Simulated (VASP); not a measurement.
# AlNi3 (I4/mmm) in VASP: a series of runs

The runs below take AlNi3 through single point, with PBEsol.

Program: VASP 6.6.1. These are calculated values, not measurements. Logs are shortened: lines on timing, memory, paths and dates and some standing lists are left out, and cuts for length are marked.

## (1) The cell of the first run

Symmetry: I4/mmm, No. 139, tetragonal system. The conventional cell has a = 4.116 Å, b = 4.116 Å, c = 5.597 Å, α = 90.00°, β = 90.00°, γ = 90.00°. Al (site symmetry 4/mmm) has 14 Ni at 2.49 to 2.91 Å within 3.3 Å. Within 3.3 Å of Ni (site symmetry -4m2) lie 4 Al at 2.49 Å and 10 Ni at 2.49 to 2.91 Å. Ni (site symmetry 4/mmm) has 8 Ni at 2.49 Å and 6 Al at 2.80 to 2.91 Å within 3.3 Å.

## (2) Single point, PBEsol (strain +0.040 along x and y, +0.000 along z)

INCAR reads:

```
SYSTEM = AlNi3
  PREC = Accurate
  ENCUT = 520
  EDIFF = 1E-6
  ISMEAR = 0
  SIGMA = 0.15
  LREAL = .False.
  LASPH = .True.
  NELM = 80
  ALGO = Fast
  ISIF = 2
  LWAVE = .False.
  LCHARG = .True.
  GGA = PS
  LELF = .True.
  LVHAR = .True.
  NBANDS = 24
```

KPOINTS reads:

```
regular mesh
0
Gamma
  14 14 14
  0 0 0
```

POSCAR reads:

```
AlNi3
1.0
    0.0000000000      2.9103441737      2.7984078593
    2.9103441737      0.0000000000      2.7984078593
    2.9103441737      2.9103441737      0.0000000000
Al Ni
1 3
Direct
    0.5000000000      0.5000000000      0.5000000000
    0.2500000000      0.2500000000      0.2500000000
    0.0000000000      0.0000000000      0.0000000000
    0.7500000000      0.7500000000      0.7500000000
```

Potentials or basis: VASP PAW PBE potentials, release 64 (Al, Ni).

Launch:

```
> cat potpaw_PBE.64/Al/POTCAR potpaw_PBE.64/Ni/POTCAR > POTCAR
> mpirun -np 1 vasp_std > vasp.out
```

OUTCAR:

```text
SYSTEM = AlNi3
   PREC = Accurate
   ENCUT = 520
   EDIFF = 1E-6
   ISMEAR = 0
   LREAL = .False.
   LASPH = .True.
   NELM = 80
   ISIF = 2
   GGA = PS

 ion  position               nearest neighbor table
   1  0.500  0.500  0.500-   2 2.49   4 2.49   2 2.49   2 2.49   4 2.49   2 2.49   4 2.49   4 2.49
                             3 2.80   3 2.80   3 2.91   3 2.91   3 2.91   3 2.91
   2  0.250  0.250  0.250-   3 2.49   1 2.49   3 2.49   1 2.49   3 2.49   3 2.49   1 2.49   1 2.49
                             4 2.80   4 2.80   4 2.91   4 2.91   4 2.91   4 2.91
   3  0.000  0.000  0.000-   4 2.49   2 2.49   4 2.49   2 2.49   4 2.49   4 2.49   2 2.49   2 2.49
                             1 2.80   1 2.80   1 2.91   1 2.91   1 2.91   1 2.91
   4  0.750  0.750  0.750-   1 2.49   3 2.49   1 2.49   1 2.49   3 2.49   1 2.49   3 2.49   3 2.49
                             2 2.80   2 2.80   2 2.91   2 2.91   2 2.91   2 2.91

  LATTYP: Found a body centered tetragonal cell.
 ALAT       =     4.1158482016
 C/A-ratio  =     1.3598207330

  Lattice vectors:

 A1 = (   0.0000000000,  -2.9103441737,  -2.7984078593)
 A2 = (   0.0000000000,   2.9103441737,  -2.7984078593)
 A3 = (   2.9103441737,   0.0000000000,   2.7984078593)

Analysis of symmetry for initial positions (statically):
=====================================================================
 Subroutine PRICEL returns:
 Original cell was already a primitive cell.

 Routine SETGRP: Setting up the symmetry group for a
 body centered tetragonal supercell.

 Subroutine GETGRP returns: Found 16 space group operations
 (whereof 16 operations were pure point group operations)
 out of a pool of 16 trial point group operations.

The static configuration has the point symmetry D_4h.

Analysis of symmetry for dynamics (positions and initial velocities):
=====================================================================
 Subroutine PRICEL returns:
 Original cell was already a primitive cell.

 Routine SETGRP: Setting up the symmetry group for a
 body centered tetragonal supercell.

 Subroutine GETGRP returns: Found 16 space group operations
 (whereof 16 operations were pure point group operations)
 out of a pool of 16 trial point group operations.

The dynamic configuration has the point symmetry D_4h.

 Subroutine INISYM returns: Found 16 space group operations
 (whereof 16 operations are pure point group operations),
 and found     1 'primitive' translations

----------------------------------------------------------------------------------------

[... 93 lines left out ...]
   LASPH  =      T    aspherical Exc in radial PAW
   ENCUT  =  520.0 eV  38.22 Ry    6.18 a.u.   7.51  7.51  7.65*2*pi/ulx,y,z
   NELM   =     80;   NELMIN=  2; NELMDL= -5     # of ELM steps
   EDIFF  = 0.1E-05   stopping-criterion for ELM
   LREAL  =      F    real-space projection
   EDIFFG = 0.1E-04   stopping-criterion for IOM
   NSW    =      0    number of steps for IOM
   IBRION =     -1    ionic relax: 0-MD 1-quasi-New 2-CG
   NFREE  =      0    steps in history (QN), initial steepest desc. (CG)
   ISIF   =      2    stress and relaxation
   ISYM   =      2    0-nonsym 1-usesym 2-fastsym
   POTIM  = 0.5000    time-step for ionic-motion
   TEBEG  =    0.0;   TEEND  =   0.0 temperature during run
   PSTRESS=    0.0 pullay stress
   NELECT =      33.0000    total number of electrons
   NUPDOWN=      -1.0000    fix difference up-down
   EMIN   =  10.00;   EMAX   =-10.00  energy-range for DOS
   EFERMI =   0.00;   METHOD = LEGACY
   ISMEAR =     0;   SIGMA  =   0.15  broadening in eV -4-tet -1-fermi 0-gaus
   EFERMI_NEDOS =   21; number of points for ismear=-14 and -15
   IALGO  =     68    algorithm
   IMIX   =      4    mixing-type and parameters
     AMIX     =   0.40;   BMIX     =  1.00
     AMIX_MAG =   1.60;   BMIX_MAG =  1.00
  volume/ion in A,a.u.               =      11.85        79.98
  Fermi-wavevector in a.u.,A,eV,Ry     =   1.450896  2.741796 28.641608  2.105099
  Thomas-Fermi vector in A             =   2.568455
   LORBIT       =      0    0 simple, 1 ext, 2 COOP (PROOUT), +10 PAW based schemes
   GGA     = PS    functional components
   LHFCALC =     F    Hartree Fock is set to
   AEXX    =    0.0000 exact exchange contribution
   IVDW    =     0    specifies the selected vdW correction
   LEPSILON=     F    determine dielectric tensor
   LRPA    =     F    only Hartree local field effects (RPA)
 non-spin polarized calculation
 RMM-DIIS sequential band-by-band and
 Gauss-broadening in eV      SIGMA  =   0.15
  energy-cutoff  :      520.00
  volume of cell :       47.41
 maximum number of plane-waves:      1299
   NGX = 15   NGY = 15   NGZ = 15

 number of electron      32.9999981 magnetization

 Free energy of the ion-electron system (eV)
  ---------------------------------------------------
  ext. energy  EPLUGINS =         0.00000000
  ---------------------------------------------------
  free energy    TOTEN  =       -23.93375363 eV

  energy without entropy =      -23.89953909  energy(sigma->0) =      -23.91664636

 E-fermi :   8.7871     XC(G=0): -12.5620

 val. band max:        8.7832519336   @ k =   0.5000   0.0714   0.4286
 cond. band min:       8.7975344445   @ k =  -0.2857   0.2143   0.1429
 fundamental gap:      0.0142825109
 Fermi energy:         8.7871280603

 k-point     1 :       0.0000    0.0000    0.0000
  band No.  band energies     occupation
      1      -0.8897      2.00000
      2       5.5502      2.00000
      3       5.5945      2.00000
      4       5.6239      2.00000
      5       5.6239      2.00000
      6       5.6905      2.00000
[... 637 lines left out ...]
     23      15.8790      0.00000
     24      17.9870      0.00000

 [... further k-points ...]
[... 5 lines left out ...]
  --------------------------------------------------------------------------------------
  -------------------------------------------------------------------------------------
  Total       -3.7987094     -3.7987094     -3.9105172      0.0000000      0.0000000      0.0000000
  in kB     -128.3857850   -128.3857850   -132.1645785      0.0000000      0.0000000      0.0000000
  external PRESSURE =    -129.6453828 kB  Pullay stress =       0.0000000 kB

 VOLUME and BASIS-vectors are now :
 -----------------------------------------------------------------------------
  energy-cutoff  :      520.00
  volume of cell :       47.41
      direct lattice vectors                 reciprocal lattice vectors
     0.000000000  2.910344174  2.798407859    -0.171800986  0.171800986  0.178673026
     2.910344174  0.000000000  2.798407859     0.171800986 -0.171800986  0.178673026
     2.910344174  2.910344174  0.000000000     0.171800986  0.171800986 -0.178673026

 POSITION                                       TOTAL-FORCE (eV/Angst)
 -----------------------------------------------------------------------------------
      2.91034      2.91034      2.79841        -0.000000      0.000000      0.000000
      1.45517      1.45517      1.39920         0.000000      0.000000      0.000000
      0.00000      0.00000      0.00000        -0.000000      0.000000      0.000000
      4.36552      4.36552      4.19761        -0.000000     -0.000000     -0.000000
 -----------------------------------------------------------------------------------
    total drift:                                0.000000     -0.000000      0.000000

  FREE ENERGIE OF THE ION-ELECTRON SYSTEM (eV)
  ---------------------------------------------------
  free  energy   TOTEN  =       -23.9337536302 eV

  energy  without entropy=      -23.8995390856  energy(sigma->0) =      -23.91664636
```

OSZICAR:

```text
N       E                     dE             d eps       ncg     rms          rms(c)
DAV:   1     0.183392504564E+03    0.18339E+03   -0.14245E+04 11856   0.172E+03
DAV:   2    -0.192324541393E+02   -0.20262E+03   -0.19108E+03 11736   0.316E+02
DAV:   3    -0.277614504996E+02   -0.85290E+01   -0.81208E+01 14128   0.896E+01
DAV:   4    -0.278900287838E+02   -0.12858E+00   -0.12849E+00 14400   0.952E+00
DAV:   5    -0.278943342877E+02   -0.43055E-02   -0.43054E-02 14800   0.161E+00    0.184E+01
RMM:   6    -0.283707491687E+02   -0.47641E+00   -0.44713E+01 12732   0.779E+01    0.202E+01
RMM:   7    -0.240460411686E+02    0.43247E+01   -0.12761E+01 11837   0.440E+01    0.454E+00
RMM:   8    -0.243550762111E+02   -0.30904E+00   -0.67812E-01 12514   0.884E+00    0.750E+00
RMM:   9    -0.239515595629E+02    0.40352E+00   -0.27529E-01 12388   0.615E+00    0.776E-01
RMM:  10    -0.239359043567E+02    0.15655E-01   -0.35836E-02 12318   0.144E+00    0.522E-01
RMM:  11    -0.239336079251E+02    0.22964E-02   -0.96634E-03 13860   0.101E+00    0.148E-01
RMM:  12    -0.239338510152E+02   -0.24309E-03   -0.22084E-03 13871   0.468E-01    0.140E-01
RMM:  13    -0.239337233078E+02    0.12771E-03   -0.87462E-04 14121   0.278E-01    0.286E-02
RMM:  14    -0.239337490522E+02   -0.25744E-04   -0.28543E-04 15694   0.114E-01    0.106E-02
RMM:  15    -0.239337527260E+02   -0.36738E-05   -0.49452E-05 15704   0.444E-02    0.376E-03
RMM:  16    -0.239337536302E+02   -0.90423E-06   -0.67405E-06 10680   0.161E-02
   1 F= -.23933754E+02 E0= -.23916646E+02  d E =-.342145E-01
```

stdout:

```text
POSCAR found type information on POSCAR AlNi
 POSCAR found :  2 types and       4 ions
 scaLAPACK will be used
 -----------------------------------------------------------------------------
|                                                                             |
|                                                                             |
|     You enforced a specific xc type in the INCAR file but a different       |
|     I HOPE YOU KNOW WHAT YOU ARE DOING!                                     |
|                                                                             |
 -----------------------------------------------------------------------------

 LDA part: xc-table for (Slater+PW92), standard interpolation
 POSCAR, INCAR and KPOINTS ok, starting setup
 FFT: planning ... GRIDC
 FFT: planning ... GRID_SOFT
 FFT: planning ... GRID
 WAVECAR not read
 entering main loop
```

Run time: 2.4 min. Hardware: 1 thread of Intel Xeon 6975P-C (Granite Rapids), shared host; peak memory 0.35 GiB.

Results:

* Free energy: -23.9338 eV
* Pressure: -13.0 GPa
* Band gap on the k mesh: zero (an odd number of electrons rules out a gap without spin polarisation)

Stress tensor (GPa, compression positive):
```
-12.84   0.00   0.00
  0.00 -12.84   0.00
  0.00   0.00 -13.22
```

Levels at points of the mesh, in eV from the Fermi level:
| k point | band 12 | band 13 | band 14 | band 15 | band 16 | band 17 | band 18 | band 19 | band 20 | band 21 |
| --- | --- | --- | --- | --- | --- | --- | --- | --- | --- | --- |
| (0.00, 0.00, 0.00) | -0.80 | -0.54 | -0.53 | -0.46 | -0.41 | 5.16 | 5.28 | 5.28 | 5.52 | 5.52 |
| (0.50, 0.00, 0.00) | -1.54 | -0.61 | -0.56 | -0.48 | -0.37 | -0.13 | 4.01 | 4.21 | 4.35 | 4.60 |
| (0.50, 0.50, 0.00) | -1.20 | -0.98 | -0.79 | -0.57 | -0.36 | -0.36 | -0.35 | 0.15 | 3.69 | 4.00 |
| (0.50, 0.00, 0.50) | -0.92 | -0.92 | -0.66 | -0.47 | -0.35 | -0.34 | -0.26 | -0.14 | 4.07 | 4.36 |

Caveat: the cell differs from its parent crystal (strain +0.040 along x and y, +0.000 along z); the cell stands under tension; the PAW data sets were made with another functional, which shifts forces and pressure a little.

## (3) Single point, PBEsol (strain +0.080 along x and y, -0.040 along z)

INCAR reads:

```
PREC = Accurate ; ENCUT = 520
EDIFF = 1E-6 ; ISMEAR = 0
SIGMA = 0.15 ; LREAL = False
LASPH = True ; NELM = 100
ALGO = Fast ; ISIF = 2
LWAVE = False ; LCHARG = False
GGA = PS ; NBANDS = 24
```

KPOINTS reads:

```
Automatic mesh
0
Gamma
  14 14 14
```

POSCAR reads:

```
AlNi3
1.0
    0.0000000000      3.0222804880      2.6864715449
    3.0222804880      0.0000000000      2.6864715449
    3.0222804880      3.0222804880      0.0000000000
Al Ni
1 3
Direct
    0.5000000000      0.5000000000      0.5000000000
    0.2500000000      0.2500000000      0.2500000000
    0.0000000000      0.0000000000      0.0000000000
    0.7500000000      0.7500000000      0.7500000000
```

Potentials or basis: VASP PAW PBE potentials, release 64 (Al, Ni).

Launch:

```
> cat potpaw_PBE.64/Al/POTCAR potpaw_PBE.64/Ni/POTCAR > POTCAR
> mpirun -np 1 vasp_std > vasp.out
```

Wall time 2.4 min (1 thread of Intel Xeon 6975P-C (Granite Rapids), shared host); peak memory 0.36 GiB.

The run converged. Its results:

- Free energy: -23.7634 eV
- Pressure: -16.8 GPa
- Band gap on the k mesh: zero (an odd number of electrons rules out a gap without spin polarisation)

Stress tensor (GPa, compression positive):
```
-17.76   0.00   0.00
  0.00 -17.76   0.00
  0.00   0.00 -15.02
```

Levels at points of the mesh, in eV from the Fermi level:
| k point | band 14 | band 15 | band 16 | band 17 | band 18 | band 19 |
| --- | --- | --- | --- | --- | --- | --- |
| (0.00, 0.00, 0.00) | -0.55 | -0.33 | -0.30 | 4.98 | 5.14 | 5.14 |
| (0.50, 0.00, 0.00) | -0.62 | -0.46 | -0.27 | -0.10 | 3.68 | 3.77 |
| (0.50, 0.50, 0.00) | -0.96 | -0.61 | -0.40 | -0.40 | -0.37 | 0.58 |
| (0.50, 0.00, 0.50) | -0.52 | -0.38 | -0.36 | -0.28 | -0.23 | -0.18 |

Caveat: the cell differs from its parent crystal (strain +0.080 along x and y, -0.040 along z); the cell stands under tension; the PAW data sets were made with another functional, which shifts forces and pressure a little. Spin polarisation is off, so any magnetic state and its effect on volume and gap are missing.
